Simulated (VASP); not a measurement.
# NaF (P1) in VASP: density of states with LDA

Aim: the density of states of NaF with LDA.

All numbers are computed with VASP 6.6.1; they aren't measurements. Logs are shortened: lines on timing, memory, paths and dates and some standing lists are left out, and cuts for length are marked.

### Step 1. The cell of the first run

The typed cell holds 4 atoms: a = 5.388 Å, b = 3.329 Å, c = 3.238 Å, α = 56.79°, β = 106.72°, γ = 108.49°.

### Step 2. Density of states, LDA

POSCAR reads:

```
NaF
1.0
   -4.4537280000      2.2181240000      2.0664980000
    2.3818660000      0.0512170000      2.3252850000
    2.3111260000      2.2646900000      0.1219580000
Na F
2 2
Direct
    0.9825240000      0.0105420000      0.9311470000
    0.5031010000      0.4802430000      0.5035820000
    0.2808960000      0.8220170000      0.6496060000
    0.6988160000      0.3174280000      0.2074510000
```

INCAR.step1 reads:

```
PREC = Accurate ; ENCUT = 520
EDIFF = 1E-6 ; ISMEAR = 0
SIGMA = 0.0289 ; LREAL = False
LASPH = True ; NELM = 80
ALGO = Normal ; ISIF = 2
LWAVE = False ; LCHARG = True
NBANDS = 22
```

KPOINTS.step1 reads:

```
Automatic mesh
0
Gamma
  4 7 7
  0.5 0 0
```

INCAR.step2 reads:

```
PREC = Accurate ; ENCUT = 520
EDIFF = 1E-6 ; ISMEAR = -5
SIGMA = 0.0289 ; LREAL = False
LASPH = True ; NELM = 80
ALGO = Normal ; ISIF = 2
LWAVE = False ; LCHARG = False
LORBIT = 11 ; NBANDS = 22
NEDOS = 2001 ; ICHARG = 11
```

KPOINTS.step2 reads:

```
Automatic mesh
0
Gamma
  6 11 11
```

Potentials or basis: VASP PAW LDA potentials, release 64 (Na_pv, F).

Started as:

```
$ cat potpaw_LDA.64/Na_pv/POTCAR potpaw_LDA.64/F/POTCAR > POTCAR
$ cp INCAR.step1 INCAR
$ cp KPOINTS.step1 KPOINTS
$ mpirun -np 1 vasp_std > vasp.out
$ cp INCAR.step2 INCAR
$ cp KPOINTS.step2 KPOINTS
$ mpirun -np 1 vasp_std > vasp.out
```

OUTCAR:

```text
PREC = Accurate
   ENCUT = 520
   EDIFF = 1E-6
   ISMEAR = -5
   LREAL = False
   LASPH = True
   NELM = 80
   ISIF = 2
   LORBIT = 11
   ICHARG = 11

 ion  position               nearest neighbor table
   1  0.983  0.011  0.931-   4 2.18   4 2.28   3 2.30
   2  0.503  0.480  0.504-   4 1.96   3 2.00   4 2.06   3 2.17
   3  0.281  0.822  0.650-   2 2.00   2 2.17   1 2.30
   4  0.699  0.317  0.207-   2 1.96   2 2.06   1 2.18   1 2.28

  LATTYP: Found a triclinic cell.
 ALAT       =     5.3600633056
 B/A-ratio  =     1.0128897514
 C/A-ratio  =     0.6210920754
 COS(alpha) =     0.0118948487
 COS(beta)  =     0.3022547336
 COS(gamma) =     0.8324030824

  Lattice vectors:

 A1 = (   2.0718620000,  -2.2693410000,  -4.3917830000)
 A2 = (   2.1426020000,  -4.4828140000,  -2.1884560000)
 A3 = (  -2.3818660000,  -0.0512170000,  -2.3252850000)

Analysis of symmetry for initial positions (statically):
=====================================================================
 Subroutine PRICEL returns:
 Original cell was already a primitive cell.

 Routine SETGRP: Setting up the symmetry group for a
 triclinic supercell.

 Subroutine GETGRP returns: Found  1 space group operations
 (whereof  1 operations were pure point group operations)
 out of a pool of  2 trial point group operations.

The static configuration has the point symmetry C_1 .

Analysis of symmetry for dynamics (positions and initial velocities):
=====================================================================
 Subroutine PRICEL returns:
 Original cell was already a primitive cell.

 Routine SETGRP: Setting up the symmetry group for a
 triclinic supercell.

 Subroutine GETGRP returns: Found  1 space group operations
 (whereof  1 operations were pure point group operations)
 out of a pool of  2 trial point group operations.

The dynamic configuration has the point symmetry C_1 .

 Subroutine INISYM returns: Found  1 space group operations
 (whereof  1 operations are pure point group operations),
 and found     1 'primitive' translations

----------------------------------------------------------------------------------------

                                     Primitive cell

  volume of cell :      45.6041

  direct lattice vectors                    reciprocal lattice vectors
    -4.453728000  2.218124000  2.066498000    -0.115336136  0.111471039  0.115687328
     2.381866000  0.051217000  2.325285000     0.096689928 -0.116636494  0.333581182
     2.311126000  2.264690000  0.121958000     0.110777936  0.335020327 -0.120852685

  length of vectors
     5.387595119  3.329092843  3.238054653     0.197766971  0.366373333  0.372982227

  position of ions in fractional coordinates (direct lattice)
     0.982524000  0.010542000  0.931147000
     0.503101000  0.480243000  0.503582000
     0.280896000  0.822017000  0.649606000
     0.698816000  0.317428000  0.207451000

  ion indices of the primitive-cell ions
   primitive index   ion index
                 1           1
                 2           2
                 3           3
                 4           4

----------------------------------------------------------------------------------------

 KPOINTS: Automatic mesh

Automatic generation of k-mesh.
 Grid dimensions read from file:
 generate k-points for:    6   11   11

 Generating k-lattice:

  Cartesian coordinates                     Fractional coordinates (reciprocal lattice)
    -0.019222689  0.018578507  0.019281221     0.166666667  0.000000000 -0.000000000
     0.008789993 -0.010603318  0.030325562     0.000000000  0.090909091  0.000000000
     0.010070721  0.030456393 -0.010986608     0.000000000  0.000000000  0.090909091

  Length of vectors
     0.032961162  0.033306667  0.033907475

  Shift w.r.t. Gamma in fractional coordinates (k-lattice)
     0.000000000  0.000000000  0.000000000

 TETIRR: Found   2176 inequivalent tetrahedra from     4356

 Subroutine IBZKPT returns following result:
 ===========================================

 Found    364 irreducible k-points:

 Following reciprocal coordinates:
            Coordinates               Weight
  0.000000  0.000000  0.000000      1.000000
  0.166667  0.000000  0.000000      2.000000
  0.333333  0.000000  0.000000      2.000000
  0.500000  0.000000  0.000000      1.000000
  0.000000  0.090909 -0.000000      2.000000
  0.166667  0.090909  0.000000      2.000000
[... 16 lines left out ...]
  0.000000  0.363636 -0.000000      2.000000
  0.166667  0.363636 -0.000000      2.000000
 [... further k-points ...]
   k-points           NKPTS =    364   k-points in BZ     NKDIM =    364   number of bands    NBANDS=     22
   number of dos      NEDOS =   2001   number of ions     NIONS =      4
   total plane-waves  NPLWV =  26880
   dimension x,y,z NGX =    40 NGY =   28 NGZ =   24
   dimension x,y,z NGXF=    80 NGYF=   56 NGZF=   48
   ions per type =               2   2
   NGX,Y,Z   is equivalent  to a cutoff of  12.34, 13.98, 12.32 a.u.
   NGXF,Y,Z  is equivalent  to a cutoff of  24.69, 27.96, 24.64 a.u.
 SYSTEM =  unknown system
   PREC   = accura    normal or accurate (medium, high low for compatibility)
   ISTART =      0    job   : 0-new  1-cont  2-samecut
   ICHARG =     11    charge: 1-file 2-atom 10-const
   ISPIN  =      1    spin polarized calculation?
   LNONCOLLINEAR =      F non collinear calculations
   LSORBIT =      F    spin-orbit coupling
   LASPH  =      T    aspherical Exc in radial PAW
   ENCUT  =  520.0 eV  38.22 Ry    6.18 a.u.  10.02  6.19  6.02*2*pi/ulx,y,z
   NELM   =     80;   NELMIN=  2; NELMDL=  0     # of ELM steps
   EDIFF  = 0.1E-05   stopping-criterion for ELM
   LREAL  =      F    real-space projection
   EDIFFG = 0.1E-04   stopping-criterion for IOM
   NSW    =      0    number of steps for IOM
   IBRION =     -1    ionic relax: 0-MD 1-quasi-New 2-CG
   NFREE  =      0    steps in history (QN), initial steepest desc. (CG)
   ISIF   =      2    stress and relaxation
   ISYM   =      2    0-nonsym 1-usesym 2-fastsym
   POTIM  = 0.5000    time-step for ionic-motion
   TEBEG  =    0.0;   TEEND  =   0.0 temperature during run
   PSTRESS=    0.0 pullay stress
   NELECT =      28.0000    total number of electrons
   NUPDOWN=      -1.0000    fix difference up-down
   EMIN   =  10.00;   EMAX   =-10.00  energy-range for DOS
   EFERMI =   0.00;   METHOD = LEGACY
   ISMEAR =    -5;   SIGMA  =   0.03  broadening in eV -4-tet -1-fermi 0-gaus
   EFERMI_NEDOS =   21; number of points for ismear=-14 and -15
   IALGO  =     38    algorithm
   IMIX   =      4    mixing-type and parameters
     AMIX     =   0.40;   BMIX     =  1.00
     AMIX_MAG =   1.60;   BMIX_MAG =  1.00
  volume/ion in A,a.u.               =      11.40        76.94
  Fermi-wavevector in a.u.,A,eV,Ry     =   1.391424  2.629410 26.341703  1.936061
  Thomas-Fermi vector in A             =   2.515264
   LORBIT       =     11    0 simple, 1 ext, 2 COOP (PROOUT), +10 PAW based schemes
   GGA     = CA    functional components
   LHFCALC =     F    Hartree Fock is set to
   AEXX    =    0.0000 exact exchange contribution
   IVDW    =     0    specifies the selected vdW correction
   LEPSILON=     F    determine dielectric tensor
   LRPA    =     F    only Hartree local field effects (RPA)
 non-spin polarized calculation
 Fermi weights with tetrahedron method with Bloechl corrections
  energy-cutoff  :      520.00
  volume of cell :       45.60
 maximum number of plane-waves:      1240

 number of electron      27.9999993 magnetization

 Free energy of the ion-electron system (eV)
  ---------------------------------------------------
  ext. energy  EPLUGINS =         0.00000000
  ---------------------------------------------------
  free energy    TOTEN  =       -18.00751298 eV

  energy without entropy =      -18.00751298  energy(sigma->0) =      -18.00751298

 E-fermi :  -1.6419     XC(G=0): -10.3453

 val. band max:       -1.6493389714   @ k =   0.0000   0.0000   0.0000
 cond. band min:       4.0091138596   @ k =   0.0000   0.0000   0.0000
 fundamental gap:      5.6584528310
 Fermi energy:        -1.6418665377

 k-point     1 :       0.0000    0.0000    0.0000
  band No.  band energies     occupation
      1     -21.8625      2.00000
      2     -21.3720      2.00000
      3     -21.3332      2.00000
      4     -21.0127      2.00000
      5     -20.7344      2.00000
      6     -19.9039      2.00000
[... 14 lines left out ...]
     21      18.2729      0.00000
     22      18.6926      0.00000

 k-point     2 :       0.1667    0.0000    0.0000
  band No.  band energies     occupation
      1     -21.8553      2.00000
      2     -21.3731      2.00000
      3     -21.3339      2.00000
      4     -21.0753      2.00000
      5     -20.6676      2.00000
      6     -19.9040      2.00000
[... 14 lines left out ...]
     21      17.6919      0.00000
     22      18.6568      0.00000

 k-point     3 :       0.3333    0.0000    0.0000
  band No.  band energies     occupation
      1     -21.8396      2.00000
      2     -21.3762      2.00000
      3     -21.3358      2.00000
      4     -21.1619      2.00000
      5     -20.5724      2.00000
      6     -19.9041      2.00000
[... 14 lines left out ...]
     21      17.7618      0.00000
     22      18.8786      0.00000
[... 476 lines left out ...]
 k-point    23 :       0.0000    0.3636   -0.0000
  band No.  band energies     occupation
      1     -21.7814      2.00000
      2     -21.4988      2.00000
      3     -21.3774      2.00000
      4     -21.1223      2.00000
      5     -20.6457      2.00000
      6     -19.9524      2.00000
[... 14 lines left out ...]
     21      17.4093      0.00000
     22      18.4792      0.00000

 k-point    24 :       0.1667    0.3636   -0.0000
  band No.  band energies     occupation
      1     -21.7836      2.00000
      2     -21.5160      2.00000
      3     -21.3785      2.00000
      4     -21.0880      2.00000
      5     -20.6589      2.00000
      6     -19.9526      2.00000
[... 14 lines left out ...]
     21      17.1930      0.00000
     22      18.0383      0.00000

 [... further k-points ...]

------------------------ aborting loop because EDIFF is reached ----------------------------------------

  FORCE on cell =-STRESS in cart. coord.  units (eV):
  Direction    XX          YY          ZZ          XY          YZ          ZX
  --------------------------------------------------------------------------------------
  -------------------------------------------------------------------------------------
  Total        2.1260387      0.6842790      1.8104600      0.2744805     -0.1640387     -0.5588737
  in kB       74.6926088     24.0402886     63.6056073      9.6431295     -5.7630566    -19.6345145
  external PRESSURE =      54.1128349 kB  Pullay stress =       0.0000000 kB

 VOLUME and BASIS-vectors are now :
 -----------------------------------------------------------------------------
  energy-cutoff  :      520.00
  volume of cell :       45.60
      direct lattice vectors                 reciprocal lattice vectors
    -4.453728000  2.218124000  2.066498000    -0.115336136  0.111471039  0.115687328
     2.381866000  0.051217000  2.325285000     0.096689928 -0.116636494  0.333581182
     2.311126000  2.264690000  0.121958000     0.110777936  0.335020327 -0.120852685

 POSITION                                       TOTAL-FORCE (eV/Angst)
 -----------------------------------------------------------------------------------
     -2.19879      4.28866      2.16846        -0.152997      0.194236      0.446011
      0.06704      2.28099      2.21777         1.212579     -0.664806      0.798471
      2.20822      2.13632      2.57112         0.886407     -0.447908     -1.647673
     -1.87682      2.03613      2.20751        -1.945990      0.918478      0.403191
 -----------------------------------------------------------------------------------
    total drift:                               -0.000441      0.000283     -0.000003

  FREE ENERGIE OF THE ION-ELECTRON SYSTEM (eV)
  ---------------------------------------------------
  free  energy   TOTEN  =       -18.0075129833 eV

  energy  without entropy=      -18.0075129833  energy(sigma->0) =      -18.00751298

 total charge

# of ion       s       p       d       tot
------------------------------------------
    1        0.055   5.993   0.000   6.048
    2        0.084   6.042   0.000   6.126
    3        1.722   4.366   0.000   6.088
    4        1.724   4.386   0.000   6.109
--------------------------------------------------
tot          3.584  20.787   0.000  24.371
```

Run time: 5 min. Hardware: 1 thread of Oxide Virtual Turin-like, shared host; peak memory 0.32 GiB.

Results:

* Valence electrons inside the program's atomic spheres: Na 6.05, 6.13; F 6.09, 6.11
